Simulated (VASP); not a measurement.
# Sr (C2/m) in VASP: single point with PBEsol

Aim: the single point of Sr with PBEsol.

Everything below comes from runs of VASP 6.6.1. Logs are shortened: lines on timing, memory, paths and dates and some standing lists are left out, and cuts for length are marked.

## Step 1: The cell of the first run

It takes space group C2/m (No. 12, monoclinic). The conventional cell has a = 6.314 Å, b = 4.670 Å, c = 4.670 Å, α = 90.00°, β = 132.30°, γ = 90.00°. Sr (site symmetry 2/m) has 14 Sr at 3.93 to 4.69 Å within 5.2 Å.

## Step 2: Single point, PBEsol (shear of c along a, cell held: +9.0 %)

The input, INCAR:

```
  PREC = Accurate
  ENCUT = 520
  EDIFF = 1E-6
  ISMEAR = 0
  SIGMA = 0.1
  LREAL = False
  LASPH = True
  NELM = 60
  ALGO = Fast
  ISIF = 2
  LWAVE = False
  LCHARG = False
  GGA = PS
  NBANDS = 17
```

The input, KPOINTS:

```
regular mesh
0
Gamma
  12 12 12
```

The input, POSCAR:

```
Sr
1.0
    4.6699047934      0.0000000000      0.0000000000
    0.0000000000      4.6699047934      0.0000000000
    0.4202914314      0.0000000000      4.6699047934
Sr
2
Direct
    0.0000000000      0.0000000000      0.0000000000
    0.5000000000      0.5000000000      0.5000000000
```

Potentials or basis: VASP PAW PBE potentials, release 64 (Sr_sv).

Started as:

```console
cat potpaw_PBE.64/Sr_sv/POTCAR > POTCAR
mpirun -np 1 vasp_std > vasp.out
```

OUTCAR:

```text
PREC = Accurate
   ENCUT = 520
   EDIFF = 1E-6
   ISMEAR = 0
   LREAL = False
   LASPH = True
   NELM = 60
   ISIF = 2
   GGA = PS

 ion  position               nearest neighbor table
   1  0.000  0.000  0.000-   2 3.93   2 3.93   2 3.93   2 3.93   2 4.17   2 4.17   2 4.17   2 4.17

   2  0.500  0.500  0.500-   1 3.93   1 3.93   1 3.93   1 3.93   1 4.17   1 4.17   1 4.17   1 4.17

  LATTYP: Found a simple monoclinic cell.
 ALAT       =     4.6699047934
 B/A-ratio  =     1.0000000000
 C/A-ratio  =     1.0040418318
 COS(beta)  =    -0.0896376995

  Lattice vectors:

 A1 = (   4.6699047934,   0.0000000000,   0.0000000000)
 A2 = (   0.0000000000,  -4.6699047934,   0.0000000000)
 A3 = (  -0.4202914314,   0.0000000000,  -4.6699047934)

Analysis of symmetry for initial positions (statically):
=====================================================================
 Subroutine PRICEL returns following result:

  LATTYP: Found a base centered monoclinic cell.
 ALAT       =     6.3140497706
 B/A-ratio  =     0.7396053188
 C/A-ratio  =     0.7396053188
 COS(beta)  =    -0.6730408401

  Lattice vectors:

 A1 = (  -2.1248066810,   2.3349523967,   2.3349523967)
 A2 = (  -2.1248066810,  -2.3349523967,   2.3349523967)
 A3 = (   4.6699047934,   0.0000000000,   0.0000000000)

   2 primitive cells build up your supercell.

 Routine SETGRP: Setting up the symmetry group for a
 simple monoclinic supercell.

 Subroutine GETGRP returns: Found  4 space group operations
 (whereof  4 operations were pure point group operations)
 out of a pool of  4 trial point group operations.

The static configuration has the point symmetry C_2h.

Analysis of symmetry for dynamics (positions and initial velocities):
=====================================================================
 Subroutine PRICEL returns following result:

  LATTYP: Found a base centered monoclinic cell.
 ALAT       =     6.3140497706
 B/A-ratio  =     0.7396053188
 C/A-ratio  =     0.7396053188
 COS(beta)  =    -0.6730408401

  Lattice vectors:

 A1 = (  -2.1248066810,   2.3349523967,   2.3349523967)
 A2 = (  -2.1248066810,  -2.3349523967,   2.3349523967)
 A3 = (   4.6699047934,   0.0000000000,   0.0000000000)

   2 primitive cells build up your supercell.

 Routine SETGRP: Setting up the symmetry group for a
 simple monoclinic supercell.

 Subroutine GETGRP returns: Found  4 space group operations
 (whereof  4 operations were pure point group operations)
 out of a pool of  4 trial point group operations.

The dynamic configuration has the point symmetry C_2h.

 Subroutine INISYM returns: Found  4 space group operations
 (whereof  4 operations are pure point group operations),
 and found     2 'primitive' translations

----------------------------------------------------------------------------------------

                                     Primitive cell

  volume of cell :      50.9207

  direct lattice vectors                    reciprocal lattice vectors
    -2.124806681  2.334952397  2.334952397    -0.000000000  0.214137128  0.214137128
    -2.124806681 -2.334952397  2.334952397     0.000000000 -0.214137128  0.214137128
     4.669904793  0.000000000  0.000000000     0.214137128  0.000000000  0.194864786

  length of vectors
     3.926679109  3.926679109  4.669904793     0.302835630  0.302835630  0.289528918

  position of ions in fractional coordinates (direct lattice)
     0.000000000  0.000000000  0.000000000

  ion indices of the primitive-cell ions
   primitive index   ion index
                 1           1

----------------------------------------------------------------------------------------

 KPOINTS: regular mesh

Automatic generation of k-mesh.
 Grid dimensions read from file:
 generate k-points for:   12   12   12

 Generating k-lattice:

  Cartesian coordinates                     Fractional coordinates (reciprocal lattice)
     0.017844761  0.000000000 -0.001606028     0.083333333  0.000000000 -0.000000000
     0.000000000  0.017844761  0.000000000     0.000000000  0.083333333  0.000000000
     0.000000000  0.000000000  0.017844761     0.000000000  0.000000000  0.083333333

  Length of vectors
     0.017916886  0.017844761  0.017844761

  Shift w.r.t. Gamma in fractional coordinates (k-lattice)
     0.000000000  0.000000000  0.000000000

 Subroutine IBZKPT returns following result:
 ===========================================

 Found    518 irreducible k-points:

 Following reciprocal coordinates:
            Coordinates               Weight
  0.000000  0.000000  0.000000      1.000000
  0.083333  0.000000  0.000000      2.000000
  0.166667  0.000000 -0.000000      2.000000
  0.250000  0.000000  0.000000      2.000000
  0.333333  0.000000  0.000000      2.000000
  0.416667  0.000000 -0.000000      2.000000
[... 16 lines left out ...]
  0.083333  0.250000  0.000000      4.000000
  0.166667  0.250000 -0.000000      4.000000
 [... further k-points ...]
   k-points           NKPTS =    518   k-points in BZ     NKDIM =    518   number of bands    NBANDS=     17
   number of dos      NEDOS =    301   number of ions     NIONS =      2
   total plane-waves  NPLWV =  46656
   dimension x,y,z NGX =    36 NGY =   36 NGZ =   36
   dimension x,y,z NGXF=    72 NGYF=   72 NGZF=   72
   ions per type =               2
   NGX,Y,Z   is equivalent  to a cutoff of  12.82, 12.82, 12.76 a.u.
   NGXF,Y,Z  is equivalent  to a cutoff of  25.63, 25.63, 25.53 a.u.
 SYSTEM =  unknown system
   PREC   = accura    normal or accurate (medium, high low for compatibility)
   ISTART =      0    job   : 0-new  1-cont  2-samecut
   ICHARG =      2    charge: 1-file 2-atom 10-const
   ISPIN  =      1    spin polarized calculation?
   LNONCOLLINEAR =      F non collinear calculations
   LSORBIT =      F    spin-orbit coupling
   LASPH  =      T    aspherical Exc in radial PAW
   ENCUT  =  520.0 eV  38.22 Ry    6.18 a.u.   8.68  8.68  8.72*2*pi/ulx,y,z
   NELM   =     60;   NELMIN=  2; NELMDL= -5     # of ELM steps
   EDIFF  = 0.1E-05   stopping-criterion for ELM
   LREAL  =      F    real-space projection
   EDIFFG = 0.1E-04   stopping-criterion for IOM
   NSW    =      0    number of steps for IOM
   IBRION =     -1    ionic relax: 0-MD 1-quasi-New 2-CG
   NFREE  =      0    steps in history (QN), initial steepest desc. (CG)
   ISIF   =      2    stress and relaxation
   ISYM   =      2    0-nonsym 1-usesym 2-fastsym
   POTIM  = 0.5000    time-step for ionic-motion
   TEBEG  =    0.0;   TEEND  =   0.0 temperature during run
   PSTRESS=    0.0 pullay stress
   NELECT =      20.0000    total number of electrons
   NUPDOWN=      -1.0000    fix difference up-down
   EMIN   =  10.00;   EMAX   =-10.00  energy-range for DOS
   EFERMI =   0.00;   METHOD = LEGACY
   ISMEAR =     0;   SIGMA  =   0.10  broadening in eV -4-tet -1-fermi 0-gaus
   EFERMI_NEDOS =   21; number of points for ismear=-14 and -15
   IALGO  =     68    algorithm
   IMIX   =      4    mixing-type and parameters
     AMIX     =   0.40;   BMIX     =  1.00
     AMIX_MAG =   1.60;   BMIX_MAG =  1.00
  volume/ion in A,a.u.               =      50.92       343.63
  Fermi-wavevector in a.u.,A,eV,Ry     =   0.951576  1.798218 12.320032  0.905497
  Thomas-Fermi vector in A             =   2.080059
   LORBIT       =      0    0 simple, 1 ext, 2 COOP (PROOUT), +10 PAW based schemes
   GGA     = PS    functional components
   LHFCALC =     F    Hartree Fock is set to
   AEXX    =    0.0000 exact exchange contribution
   IVDW    =     0    specifies the selected vdW correction
   LEPSILON=     F    determine dielectric tensor
   LRPA    =     F    only Hartree local field effects (RPA)
 non-spin polarized calculation
 RMM-DIIS sequential band-by-band and
 Gauss-broadening in eV      SIGMA  =   0.10
  energy-cutoff  :      520.00
  volume of cell :      101.84
 maximum number of plane-waves:      2775
   NGX = 17   NGY = 17   NGZ = 17

 number of electron      20.0000000 magnetization

 Free energy of the ion-electron system (eV)
  ---------------------------------------------------
  ext. energy  EPLUGINS =         0.00000000
  ---------------------------------------------------
  free energy    TOTEN  =        -3.64126528 eV

  energy without entropy =       -3.63031265  energy(sigma->0) =       -3.63578896

 E-fermi :   1.7322     XC(G=0):  -7.6716

 val. band max:        1.7295291688   @ k =  -0.3333   0.0833   0.3333
 cond. band min:       1.7351781278   @ k =   0.3333   0.2500   0.3333
 fundamental gap:      0.0056489590
 Fermi energy:         1.7321710648

 k-point     1 :       0.0000    0.0000    0.0000
  band No.  band energies     occupation
      1     -34.6355      2.00000
      2     -34.5939      2.00000
      3     -16.7613      2.00000
      4     -16.7085      2.00000
      5     -16.6511      2.00000
      6     -16.5298      2.00000
[... 9 lines left out ...]
     16       5.6931      0.00000
     17       5.7598      0.00000

 k-point     2 :       0.0833    0.0000    0.0000
  band No.  band energies     occupation
      1     -34.6347      2.00000
      2     -34.5946      2.00000
      3     -16.7582      2.00000
      4     -16.7049      2.00000
      5     -16.6506      2.00000
      6     -16.5336      2.00000
[... 9 lines left out ...]
     16       5.4722      0.00000
     17       5.6011      0.00000

 k-point     3 :       0.1667    0.0000   -0.0000
  band No.  band energies     occupation
      1     -34.6324      2.00000
      2     -34.5964      2.00000
      3     -16.7493      2.00000
      4     -16.6947      2.00000
      5     -16.6484      2.00000
      6     -16.5458      2.00000
[... 392 lines left out ...]
 k-point    23 :       0.0833    0.2500    0.0000
  band No.  band energies     occupation
      1     -34.6282      2.00000
      2     -34.5998      2.00000
      3     -16.7355      2.00000
      4     -16.6871      2.00000
      5     -16.6295      2.00000
      6     -16.5850      2.00000
[... 9 lines left out ...]
     16       4.5711      0.00000
     17       4.8370      0.00000

 k-point    24 :       0.1667    0.2500   -0.0000
  band No.  band energies     occupation
      1     -34.6265      2.00000
      2     -34.6010      2.00000
      3     -16.7512      2.00000
      4     -16.6651      2.00000
      5     -16.6220      2.00000
      6     -16.6189      2.00000
[... 9 lines left out ...]
     16       4.8570      0.00000
     17       5.2055      0.00000

 [... further k-points ...]

------------------------ aborting loop because EDIFF is reached ----------------------------------------

  FORCE on cell =-STRESS in cart. coord.  units (eV):
  Direction    XX          YY          ZZ          XY          YZ          ZX
  --------------------------------------------------------------------------------------
  -------------------------------------------------------------------------------------
  Total       -0.0598102      0.1358514      0.0827612      0.0000000      0.0000000     -0.8420818
  in kB       -0.9409397      2.1372273      1.3020070      0.0000000      0.0000000    -13.2477089
  external PRESSURE =       0.8327649 kB  Pullay stress =       0.0000000 kB

 VOLUME and BASIS-vectors are now :
 -----------------------------------------------------------------------------
  energy-cutoff  :      520.00
  volume of cell :      101.84
      direct lattice vectors                 reciprocal lattice vectors
     4.669904793  0.000000000  0.000000000     0.214137128  0.000000000 -0.019272342
     0.000000000  4.669904793  0.000000000     0.000000000  0.214137128  0.000000000
     0.420291431  0.000000000  4.669904793     0.000000000  0.000000000  0.214137128

 POSITION                                       TOTAL-FORCE (eV/Angst)
 -----------------------------------------------------------------------------------
      0.00000      0.00000      0.00000         0.000000      0.000000     -0.000000
      2.54510      2.33495      2.33495        -0.000000     -0.000000      0.000000
 -----------------------------------------------------------------------------------
    total drift:                                0.000000      0.000000      0.000000

  FREE ENERGIE OF THE ION-ELECTRON SYSTEM (eV)
  ---------------------------------------------------
  free  energy   TOTEN  =        -3.6412652758 eV

  energy  without entropy=       -3.6303126487  energy(sigma->0) =       -3.63578896
```

It took 8.1 min on 1 thread of Intel Xeon Platinum 8559C (Emerald Rapids), shared host; peak memory 0.79 GiB.

What came out:

| Property | Result |
| --- | --- |
| Free energy | -3.6413 eV |
| Pressure | 0.1 GPa |
| Band gap on the k mesh | zero (bands 10 and 11 overlap by 0.43 eV) |

Levels at points of the mesh, in eV from the Fermi level:
| k point | band 8 | band 9 | band 10 | band 11 | band 12 | band 13 |
| --- | --- | --- | --- | --- | --- | --- |
| (0.00, 0.00, 0.00) | -18.24 | -3.74 | -0.23 | -0.18 | 2.14 | 2.34 |
| (0.50, 0.00, 0.00) | -18.33 | -1.72 | -1.72 | 1.22 | 1.22 | 2.26 |
| (0.00, 0.50, 0.00) | -18.32 | -1.73 | -1.73 | 1.27 | 1.27 | 2.21 |
| (0.50, 0.50, 0.00) | -18.24 | -1.03 | -1.03 | 0.40 | 0.40 | 1.18 |
| (0.00, 0.00, 0.50) | -18.33 | -1.74 | -1.74 | 1.22 | 1.22 | 2.26 |
| (0.50, 0.00, 0.50) | -18.24 | -1.22 | -0.89 | 0.10 | 0.71 | 1.16 |
| (0.00, 0.50, 0.50) | -18.24 | -1.03 | -1.03 | 0.38 | 0.38 | 1.21 |
| (0.50, 0.50, 0.50) | -18.36 | 0.23 | 0.23 | 0.38 | 0.38 | 0.58 |

Caveat: the cell differs from its parent crystal (shear of c along a, cell held: +9.0 %); the PAW data sets were made with another functional, which shifts forces and pressure a little.
